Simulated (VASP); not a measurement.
Write the native input for VASP 6.6.1 that does the following.

| Item | Value |
| --- | --- |
| Task | single point |
| Functional | r2SCAN |
| Potentials or basis | VASP PAW PBE potentials, release 64 (Ag, O) |
| Cutoff | 660 eV |
| k mesh | 7 × 7 × 7 |
| Occupations | fermi-dirac, width 0.1 eV |
| Spin | no spin polarisation |
| Dipole correction | no |
| Further INCAR settings | ALGO = Normal; EDIFF = 1e-06; NBANDS = 37 |

Ag2O:

```
Ag O
1.0
     4.85065    0.00000    0.00000
     0.00000    4.85065    0.00000
     0.00000    0.00000    4.85065
Ag O
4 2
Direct
  0.25000 0.25000 0.25000
  0.25000 0.75000 0.75000
  0.75000 0.75000 0.25000
  0.75000 0.25000 0.75000
  0.00000 0.00000 0.00000
  0.50000 0.50000 0.50000
```

These files were run (other wordings do the same):

POSCAR

```
Ag2O
1.0
    4.8506509100      0.0000000000      0.0000000000
    0.0000000000      4.8506509100      0.0000000000
    0.0000000000      0.0000000000      4.8506509100
Ag O
4 2
Direct
    0.2500000000      0.2500000000      0.2500000000
    0.2500000000      0.7500000000      0.7500000000
    0.7500000000      0.7500000000      0.2500000000
    0.7500000000      0.2500000000      0.7500000000
    0.0000000000      0.0000000000      0.0000000000
    0.5000000000      0.5000000000      0.5000000000
```

INCAR.step1

```
SYSTEM = Ag2O
ALGO = Normal
EDIFF = 1E-5
ENCUT = 660
GGA = PE
GGA_COMPAT = .False.
ISMEAR = -1
LASPH = .True.
LCHARG = .False.
LREAL = .False.
LWAVE = .True.
NBANDS = 37
NELM = 120
PREC = Accurate
SIGMA = 0.1
```

INCAR.step2

```
SYSTEM = Ag2O
ALGO = Normal
EDIFF = 1E-6
ENCUT = 660
GGA_COMPAT = .False.
ISIF = 2
ISMEAR = -1
ISTART = 1
LASPH = .True.
LCHARG = .True.
LELF = .True.
LMIXTAU = .True.
LREAL = .False.
LVHAR = .True.
LWAVE = .False.
METAGGA = R2SCAN
NBANDS = 37
NELM = 120
PREC = Accurate
SIGMA = 0.1
```

KPOINTS

```
k-points
0
Gamma
  7 7 7
  0 0 0
```

Potentials or basis: VASP PAW PBE potentials, release 64 (Ag, O).

Run with:

```sh
$ cat potpaw_PBE.64/Ag/POTCAR potpaw_PBE.64/O/POTCAR > POTCAR
$ cp INCAR.step1 INCAR
$ mpirun -np 1 vasp_std > vasp.out
$ cp INCAR.step2 INCAR
$ mpirun -np 1 vasp_std > vasp.out
```

It gave:

The pressure is -4.3 GPa and the band gap on the k mesh is 0.16 eV.

Caveat: the cell stands under tension; semilocal functionals underestimate gaps, and a narrow one can read as zero; the PAW data sets were made with another functional, which shifts forces and pressure a little; an odd mesh through Γ misses points on the zone boundary, where band edges can lie.

It took 3.9 min on 1 thread of Oxide Virtual Turin-like Processor, with other jobs on the host, peak memory 0.3 GiB.
